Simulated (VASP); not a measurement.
# C (Fd-3m) in VASP: a series of runs

The runs below take C through relaxation of cell and atoms, single point, with PBEsol.

All numbers are computed with VASP 6.6.1; they aren't measurements. Logs are shortened: lines on timing, memory, paths and dates and some standing lists are left out, and cuts for length are marked.

### Step 1. The cell of the first run

The structure is cubic, space group Fd-3m (No. 227). The conventional cell has a = 3.554 Å, b = 3.554 Å, c = 3.554 Å, α = 90.00°, β = 90.00°, γ = 90.00°. Within 2.1 Å of C (site symmetry -43m) lie 4 C at 1.54 Å.

### Step 2. Relaxation of cell and atoms, PBEsol, target pressure 7 GPa, at which the enthalpy is minimised

Contents of INCAR:

```
ALGO = Normal ; EDIFF = 1E-6
EDIFFG = -0.002 ; ENCUT = 600
GGA = PS ; IBRION = 2
ISIF = 3 ; ISMEAR = 0
LASPH = T ; LCHARG = F
LREAL = F ; LWAVE = F
NELM = 60 ; NSW = 100
PREC = Accurate ; PSTRESS = 70.0
SIGMA = 0.01
```

Contents of KPOINTS:

```
k-points
0
Gamma
  12 12 12
```

Contents of POSCAR:

```
C
1.0
    1.7769037248      1.7769037248      0.0000000000
   -1.7769037248      1.7769037248      0.0000000000
    0.0000000000      1.7769037248      1.7769037248
C
2
Direct
    0.5000000000      0.5000000000      0.0000000000
    0.7500000000      0.2500000000      0.5000000000
```

Potentials or basis: VASP PAW PBE potentials, release 64 (C).

On the command line:

```console
cat potpaw_PBE.64/C/POTCAR > POTCAR
mpirun -np 1 vasp_std > vasp.out
```

OUTCAR:

```text
EDIFF = 1E-6
   EDIFFG = -0.002
   ENCUT = 600
   GGA = PS
   IBRION = 2
   ISIF = 3
   ISMEAR = 0
   LASPH = T
   LREAL = F
   NELM = 60
   NSW = 100
   PREC = Accurate
   PSTRESS = 70.0

 ion  position               nearest neighbor table
   1  0.500  0.500  0.000-   2 1.54   2 1.54   2 1.54   2 1.54
   2  0.750  0.250  0.500-   1 1.54   1 1.54   1 1.54   1 1.54

  LATTYP: Found a face centered cubic cell.
 ALAT       =     3.5538074496

  Lattice vectors:

 A1 = (   0.0000000000,   1.7769037248,   1.7769037248)
 A2 = (   1.7769037248,   0.0000000000,   1.7769037248)
 A3 = (   1.7769037248,   1.7769037248,   0.0000000000)

Analysis of symmetry for initial positions (statically):
=====================================================================
 Subroutine PRICEL returns:
 Original cell was already a primitive cell.

 Routine SETGRP: Setting up the symmetry group for a
 face centered cubic supercell.

 Subroutine GETGRP returns: Found 48 space group operations
 (whereof 24 operations were pure point group operations)
 out of a pool of 48 trial point group operations.

The static configuration has the point symmetry T_d .
 The point group associated with its full space group is O_h .

Analysis of symmetry for dynamics (positions and initial velocities):
=====================================================================
 Subroutine PRICEL returns:
 Original cell was already a primitive cell.

 Routine SETGRP: Setting up the symmetry group for a
 face centered cubic supercell.

 Subroutine GETGRP returns: Found 48 space group operations
 (whereof 24 operations were pure point group operations)
 out of a pool of 48 trial point group operations.

The dynamic configuration has the point symmetry T_d .
 The point group associated with its full space group is O_h .

 Subroutine INISYM returns: Found 48 space group operations
 (whereof 24 operations are pure point group operations),
 and found     1 'primitive' translations

----------------------------------------------------------------------------------------

                                     Primitive cell

  volume of cell :      11.2207

  direct lattice vectors                    reciprocal lattice vectors
     1.776903725  1.776903725  0.000000000     0.281388346  0.281388346 -0.281388346
    -1.776903725  1.776903725  0.000000000    -0.281388346  0.281388346 -0.281388346
     0.000000000  1.776903725  1.776903725     0.000000000  0.000000000  0.562776692

  length of vectors
     2.512921347  2.512921347  2.512921347     0.487378912  0.487378912  0.562776692

  position of ions in fractional coordinates (direct lattice)
     0.500000000  0.500000000  0.000000000
     0.750000000  0.250000000  0.500000000

  ion indices of the primitive-cell ions
   primitive index   ion index
                 1           1
                 2           2

----------------------------------------------------------------------------------------

 KPOINTS: k-points

Automatic generation of k-mesh.
 Grid dimensions read from file:
 generate k-points for:   12   12   12

 Generating k-lattice:

  Cartesian coordinates                     Fractional coordinates (reciprocal lattice)
     0.023449029  0.023449029 -0.023449029     0.083333333  0.000000000  0.000000000
    -0.023449029  0.023449029 -0.023449029     0.000000000  0.083333333  0.000000000
     0.000000000  0.000000000  0.046898058     0.000000000  0.000000000  0.083333333

  Length of vectors
     0.040614909  0.040614909  0.046898058

  Shift w.r.t. Gamma in fractional coordinates (k-lattice)
     0.000000000  0.000000000  0.000000000

 Subroutine IBZKPT returns following result:
 ===========================================

 Found     72 irreducible k-points:

 Following reciprocal coordinates:
            Coordinates               Weight
  0.000000  0.000000  0.000000      1.000000
  0.083333  0.000000  0.000000      8.000000
  0.166667  0.000000  0.000000      8.000000
  0.250000  0.000000  0.000000      8.000000
  0.333333  0.000000  0.000000      8.000000
  0.416667  0.000000  0.000000      8.000000
[... 16 lines left out ...]
  0.500000  0.166667  0.000000     24.000000
 -0.416667  0.166667  0.000000     24.000000
 [... further k-points ...]
   k-points           NKPTS =     72   k-points in BZ     NKDIM =     72   number of bands    NBANDS=      8
   number of dos      NEDOS =    301   number of ions     NIONS =      2
   total plane-waves  NPLWV =   8000
   dimension x,y,z NGX =    20 NGY =   20 NGZ =   20
   dimension x,y,z NGXF=    40 NGYF=   40 NGZF=   40
   ions per type =               2
   NGX,Y,Z   is equivalent  to a cutoff of  13.23, 13.23, 13.23 a.u.
   NGXF,Y,Z  is equivalent  to a cutoff of  26.46, 26.46, 26.46 a.u.
 SYSTEM =  unknown system
   PREC   = accura    normal or accurate (medium, high low for compatibility)
   ISTART =      0    job   : 0-new  1-cont  2-samecut
   ICHARG =      2    charge: 1-file 2-atom 10-const
[... 54 lines left out ...]

  energy without entropy =      -19.25424658  energy(sigma->0) =      -19.25424658

 E-fermi :   9.9226     XC(G=0): -13.4866

 val. band max:        9.8662980165   @ k =   0.0000   0.0000   0.0000
 cond. band min:      13.9272827857   @ k =  -0.3333   0.3333   0.0000
 fundamental gap:      4.0609847691
 Fermi energy:         9.9225662316

 k-point     1 :       0.0000    0.0000    0.0000
  band No.  band energies     occupation
      1     -11.8020      2.00000
      2       9.8663      2.00000
      3       9.8663      2.00000
      4       9.8663      2.00000
      5      15.4357      0.00000
      6      15.4357      0.00000
      7      15.4357      0.00000
      8      23.4836      0.00000

 k-point     2 :       0.0833    0.0000    0.0000
  band No.  band energies     occupation
      1     -11.6079      2.00000
      2       8.6204      2.00000
      3       9.5366      2.00000
      4       9.5366      2.00000
      5      15.8667      0.00000
      6      15.8667      0.00000
      7      16.1682      0.00000
      8      23.6295      0.00000

 k-point     3 :       0.1667    0.0000    0.0000
  band No.  band energies     occupation
      1     -11.0274      2.00000
      2       6.0585      2.00000
      3       8.8239      2.00000
      4       8.8239      2.00000
      5      16.7982      0.00000
      6      16.7982      0.00000
      7      17.2904      0.00000
      8      24.0450      0.00000
[... 282 lines left out ...]
 VOLUME and BASIS-vectors are now :
 -----------------------------------------------------------------------------
  energy-cutoff  :      600.00
  volume of cell :       10.85
      direct lattice vectors                 reciprocal lattice vectors
     1.757209061  1.757209061  0.000000000     0.284542125  0.284542125 -0.284542125
    -1.757209061  1.757209061 -0.000000000    -0.284542125  0.284542125 -0.284542125
     0.000000000  1.757209061  1.757209061    -0.000000000  0.000000000  0.569084250

 POSITION                                       TOTAL-FORCE (eV/Angst)
 -----------------------------------------------------------------------------------
      0.00000      1.75721     -0.00000        -0.000000      0.000000     -0.000000
      0.87860      2.63581      0.87860         0.000000      0.000000      0.000000
 -----------------------------------------------------------------------------------
    total drift:                                0.000000     -0.000000      0.000000

  FREE ENERGIE OF THE ION-ELECTRON SYSTEM (eV)
  ---------------------------------------------------
  free  energy   TOTEN  =       -19.2352629341 eV

  energy  without entropy=      -19.2352629341  energy(sigma->0) =      -19.23526293

  enthalpy is  TOTEN    =       -18.7611435026 eV   P V=        0.4741194315

--------------------------------------- Ionic step        3  -------------------------------------------

 number of electron       7.9999999 magnetization

 Free energy of the ion-electron system (eV)
  ---------------------------------------------------
  ext. energy  EPLUGINS =         0.00000000
  ---------------------------------------------------
  free energy    TOTEN  =       -19.25064444 eV

  energy without entropy =      -19.25064444  energy(sigma->0) =      -19.25064444

 E-fermi :  10.1674     XC(G=0): -13.5566

 val. band max:       10.0731063869   @ k =   0.0000   0.0000   0.0000
 cond. band min:      14.1670942837   @ k =  -0.3333   0.3333   0.0000
 fundamental gap:      4.0939878967
 Fermi energy:        10.1674380803

 k-point     1 :       0.0000    0.0000    0.0000
  band No.  band energies     occupation
      1     -11.7873      2.00000
      2      10.0731      2.00000
      3      10.0731      2.00000
      4      10.0731      2.00000
      5      15.6814      0.00000
      6      15.6814      0.00000
      7      15.6814      0.00000
      8      24.0157      0.00000

 k-point     2 :       0.0833    0.0000    0.0000
  band No.  band energies     occupation
      1     -11.5914      2.00000
      2       8.8129      2.00000
      3       9.7382      2.00000
      4       9.7382      2.00000
      5      16.1192      0.00000
      6      16.1192      0.00000
      7      16.4312      0.00000
      8      24.1504      0.00000

 k-point     3 :       0.1667    0.0000    0.0000
  band No.  band energies     occupation
      1     -11.0053      2.00000
      2       6.2250      2.00000
      3       9.0153      2.00000
      4       9.0153      2.00000
      5      17.0635      0.00000
      6      17.0635      0.00000
      7      17.5890      0.00000
      8      24.5316      0.00000
[... 244 lines left out ...]
 VOLUME and BASIS-vectors are now :
 -----------------------------------------------------------------------------
  energy-cutoff  :      600.00
  volume of cell :       11.06
      direct lattice vectors                 reciprocal lattice vectors
     1.768558405  1.768558405  0.000000000     0.282716137  0.282716137 -0.282716137
    -1.768558405  1.768558405 -0.000000000    -0.282716137  0.282716137 -0.282716137
     0.000000000  1.768558405  1.768558405    -0.000000000  0.000000000  0.565432274

 POSITION                                       TOTAL-FORCE (eV/Angst)
 -----------------------------------------------------------------------------------
      0.00000      3.53712      1.76856        -0.000000     -0.000000      0.000000
      0.88428      2.65284      0.88428         0.000000      0.000000     -0.000000
 -----------------------------------------------------------------------------------
    total drift:                                0.000000      0.000000      0.000000

  FREE ENERGIE OF THE ION-ELECTRON SYSTEM (eV)
  ---------------------------------------------------
  free  energy   TOTEN  =       -19.2506444404 eV

  energy  without entropy=      -19.2506444404  energy(sigma->0) =      -19.25064444

  enthalpy is  TOTEN    =       -18.7672789144 eV   P V=        0.4833655260

 reached required accuracy - stopping structural energy minimisation
```

It took 8.8 s on 1 thread of Intel Xeon 6975P-C, shared host; peak memory 0.12 GiB.

Results:

```yaml
Free_energy: -19.2506 eV
Relaxed_volume: 5.53 Å³/atom
Relaxed_cell: a = 2.501 Å, b = 2.501 Å, c = 2.501 Å, α = 60.00°, β = 60.00°, γ = 90.00°
Space_group_after_relaxing_to_0.05_Å: Fd-3m (No. 227)
Energy_change_on_relaxing_the_enthalpy_is_what_falls: +1.8 meV/atom
Ionic_steps: 3
Pressure_after_relaxing: 7.0 GPa
Band_gap_on_the_k_mesh: 4.09 eV, indirect (least direct gap 5.61 eV)
```

The path:
```
step  energy change (eV)  largest force (eV/Å)  pressure (GPa)  volume (Å³)
   1              0.0000                0.0000            0.44        11.22
   2              0.0190                0.0000           16.46        10.85
   3              0.0036                0.0000            6.97        11.06
```

Final structure:
```yaml
crystal:
  lattice:
    - [1.76856, 1.76856, 0.00000]
    - [-1.76856, 1.76856, 0.00000]
    - [0.00000, 1.76856, 1.76856]
  atoms:
    - { symbol: C, position: [0.50000, 0.50000, 0.00000] }
    - { symbol: C, position: [0.75000, 0.25000, 0.50000] }
```

Caveat: the cell is relaxed towards a set pressure, so the enthalpy falls and the energy may rise; the PAW data sets were made with another functional, which shifts forces and pressure a little. A k mesh can miss the band edges.

### Step 3. Relaxation of cell and atoms, PBEsol, target pressure 10 GPa, at which the enthalpy is minimised

Contents of INCAR:

```
PREC     = Accurate       # precision mode
ENCUT    = 600            # plane-wave cutoff, eV
EDIFF    = 1E-7           # SCF threshold, eV
ISMEAR   = 0              # smearing method
SIGMA    = 0.01           # smearing width, eV
LREAL    = F              # projectors in reciprocal space
LASPH    = T              # aspherical terms in the spheres
NELM     = 60             # most SCF steps
ALGO     = Normal         # electronic algorithm
ISIF     = 3              # what is computed and relaxed
LWAVE    = F              # write WAVECAR
LCHARG   = F              # write CHGCAR
GGA      = PS             # functional
IBRION   = 2              # ionic algorithm
NSW      = 100            # ionic steps
EDIFFG   = -0.002         # ionic threshold
PSTRESS  = 100.0
```

Contents of KPOINTS:

```
regular mesh
0
Gamma
  12 12 12
```

POSCAR is that of step 2.

Potentials or basis: VASP PAW PBE potentials, release 64 (C).

On the command line:

```console
cat potpaw_PBE.64/C/POTCAR > POTCAR
mpirun -np 1 vasp_std > vasp.out
```

Wall time 14 s (1 thread of Intel Xeon 6975P-C, shared host); peak memory 0.12 GiB.

The run converged. Its results:

- Free energy: -19.2470 eV
- Relaxed volume: 5.50 Å³/atom
- Relaxed cell: a = 2.496 Å, b = 2.496 Å, c = 2.496 Å, α = 60.00°, β = 60.00°, γ = 90.00°
- Space group after relaxing (to 0.05 Å): Fd-3m (No. 227)
- Energy change on relaxing (the enthalpy is what falls): +3.6 meV/atom
- Ionic steps: 6
- Pressure after relaxing: 10.0 GPa
- Band gap on the k mesh: 4.11 eV, indirect (least direct gap 5.63 eV)

The path:
```tsv
step	energy change (eV)	largest force (eV/Å)	pressure (GPa)	volume (Å³)
1	0.0000	0.0000	0.44	11.22
2	0.0401	0.0000	24.52	10.69
3	0.0072	0.0000	9.94	11.00
4	0.0075	0.0000	10.13	10.99
5	0.0071	0.0000	9.85	11.00
6	0.0073	0.0000	10.00	10.99
```

Final structure:
```
CELL_PARAMETERS angstrom
1.76485 1.76485 0.00000
-1.76485 1.76485 0.00000
0.00000 1.76485 1.76485
ATOMIC_POSITIONS crystal
C 0.50000 0.50000 0.00000
C 0.75000 0.25000 0.50000
```

Levels at points of the mesh, in eV from the valence-band top:
```csv
k point,band 1,band 2,band 3,band 4,band 5,band 6,band 7,band 8
"(0.00, 0.00, 0.00)",-21.95,0.00,0.00,0.00,5.63,5.63,5.63,14.09
"(0.50, 0.00, 0.00)",-15.93,-13.82,-2.89,-2.89,8.51,8.51,9.27,15.77
"(0.50, 0.50, 0.00)",-13.00,-13.00,-6.53,-6.53,4.67,4.67,17.26,17.26
```

Caveat: the cell is relaxed towards a set pressure, so the enthalpy falls and the energy may rise; the PAW data sets were made with another functional, which shifts forces and pressure a little. A k mesh can miss the band edges.

### Step 4. Relaxation of cell and atoms, PBEsol, target pressure 15 GPa, at which the enthalpy is minimised

Contents of INCAR:

```
PREC = Accurate ; ENCUT = 600
EDIFF = 1E-7 ; ISMEAR = 0
SIGMA = 0.01 ; LREAL = F
LASPH = T ; NELM = 60
ALGO = Normal ; ISIF = 3
LWAVE = F ; LCHARG = F
GGA = PS ; IBRION = 2
NSW = 100 ; EDIFFG = -0.002
PSTRESS = 150.0
```

Contents of KPOINTS:

```
Automatic mesh
0
Gamma
  12 12 12
```

POSCAR is that of step 3.

On the command line:

```console
cat potpaw_PBE.64/C/POTCAR > POTCAR
mpirun -np 1 vasp_std > vasp.out
```

Run time: 17 s. Hardware: 1 thread of Intel Xeon 6975P-C, shared host; peak memory 0.12 GiB.

Results (log left out):

```yaml
Free_energy: -19.2384 eV
Relaxed_volume: 5.44 Å³/atom
Relaxed_cell: a = 2.487 Å, b = 2.487 Å, c = 2.487 Å, α = 60.00°, β = 60.00°, γ = 90.00°
Space_group_after_relaxing_to_0.05_Å: Fd-3m (No. 227)
Energy_change_on_relaxing_the_enthalpy_is_what_falls: +7.9 meV/atom
Ionic_steps: 6
Pressure_after_relaxing: 15.0 GPa
Band_gap_on_the_k_mesh: 4.13 eV, indirect (least direct gap 5.65 eV)
```

The path:
```
step  energy change (eV)  largest force (eV/Å)  pressure (GPa)  volume (Å³)
   1              0.0000                0.0000            0.44        11.22
   2              0.0940                0.0000           39.05        10.41
   3              0.0155                0.0000           14.83        10.89
   4              0.0162                0.0000           15.13        10.88
   5              0.0156                0.0000           14.84        10.89
   6              0.0159                0.0000           15.00        10.88
```

Final structure:
```xyz
2
Lattice="1.7589 1.7589 0.0000 -1.7589 1.7589 0.0000 0.0000 1.7589 1.7589" Properties=species:S:1:pos:R:3 pbc="T T T"
C     0.0000    1.7589    0.0000
C     0.8795    2.6384    0.8795
```

Levels at points of the mesh, in eV from the valence-band top:
| k point | band 1 | band 2 | band 3 | band 4 | band 5 | band 6 | band 7 | band 8 |
| --- | --- | --- | --- | --- | --- | --- | --- | --- |
| (0.00, 0.00, 0.00) | -22.09 | 0.00 | 0.00 | 0.00 | 5.65 | 5.65 | 5.65 | 14.32 |
| (0.50, 0.00, 0.00) | -16.01 | -13.94 | -2.92 | -2.92 | 8.56 | 8.56 | 9.41 | 15.86 |
| (0.50, 0.50, 0.00) | -13.08 | -13.08 | -6.59 | -6.59 | 4.69 | 4.69 | 17.42 | 17.42 |

Caveat: the cell is relaxed towards a set pressure, so the enthalpy falls and the energy may rise; the PAW data sets were made with another functional, which shifts forces and pressure a little.

### Step 5. Single point, PBEsol

This run uses another cell than the first one, of 5.49 Å³/atom, 0.979 times its volume.

Contents of INCAR:

```
SYSTEM = C
ALGO = Normal
EDIFF = 1E-7
ENCUT = 520
GGA = PS
ISIF = 2
ISMEAR = 0
LASPH = .True.
LCHARG = .False.
LREAL = .False.
LWAVE = .False.
NBANDS = 11
NELM = 80
PREC = Accurate
SIGMA = 0.01
```

Contents of KPOINTS:

```
k-points
0
Gamma
  12 12 12
  0 0 0
```

Contents of POSCAR:

```
C
1.0
    1.7642951406      1.7642951406      0.0000000000
   -1.7642951406      1.7642951406      0.0000000000
    0.0000000000      1.7642951406      1.7642951406
C
2
Direct
    0.5000000000      0.5000000000      0.0000000000
    0.7500000000      0.2500000000      0.5000000000
```

On the command line:

```console
cat potpaw_PBE.64/C/POTCAR > POTCAR
mpirun -np 1 vasp_std > vasp.out
```

Wall time 9.4 s (1 thread of Intel Xeon 8259CL, shared host); peak memory 0.12 GiB.

It converged, with:

| Item | Value |
| --- | --- |
| Free energy | -19.2404 eV |
| Pressure | 11.2 GPa |
| Band gap on the k mesh | 4.11 eV, indirect (least direct gap 5.63 eV) |

Levels at points of the mesh, in eV from the valence-band top:
| k point | band 1 | band 2 | band 3 | band 4 | band 5 | band 6 | band 7 | band 8 | band 9 |
| --- | --- | --- | --- | --- | --- | --- | --- | --- | --- |
| (0.00, 0.00, 0.00) | -21.96 | 0.00 | 0.00 | 0.00 | 5.63 | 5.63 | 5.63 | 14.11 | 19.38 |
| (0.50, 0.00, 0.00) | -15.94 | -13.83 | -2.90 | -2.90 | 8.52 | 8.52 | 9.28 | 15.78 | 22.13 |
| (0.50, 0.50, 0.00) | -13.01 | -13.01 | -6.54 | -6.54 | 4.67 | 4.67 | 17.28 | 17.28 | 23.69 |

Caveat: the PAW data sets were made with another functional, which shifts forces and pressure a little.

### Step 6. The runs side by side

| task | cell | cutoff (eV) | gap on the mesh (eV) | pressure (GPa) |
| --- | --- | --- | --- | --- |
| relaxation of cell and atoms | relaxed to 7 GPa from a = 2.513 Å, angles 60.0, 60.0, 90.0°, 2 atoms | 600 | 4.09 | 7.0 |
| relaxation of cell and atoms | relaxed to 10 GPa from a = 2.513 Å, angles 60.0, 60.0, 90.0°, 2 atoms | 600 | 4.11 | 10.0 |
| relaxation of cell and atoms | relaxed to 15 GPa from a = 2.513 Å, angles 60.0, 60.0, 90.0°, 2 atoms | 600 | 4.13 | 15.0 |
| single point | a = 2.495 Å, angles 60.0, 60.0, 90.0°, 2 atoms | 520 | 4.11 | 11.2 |

Alike in all rows: level PBEsol; potentials or basis VASP PAW PBE potentials, release 64 (C); no spin polarisation; k mesh 12 × 12 × 12; smearing gaussian 0.01 eV.

Caveats: the PAW data sets were made with another functional, which shifts forces and pressure a little; the cell is relaxed towards a set pressure, so the enthalpy falls and the energy may rise (some runs).

Absolute energies hang on the potentials; compare differences alone.
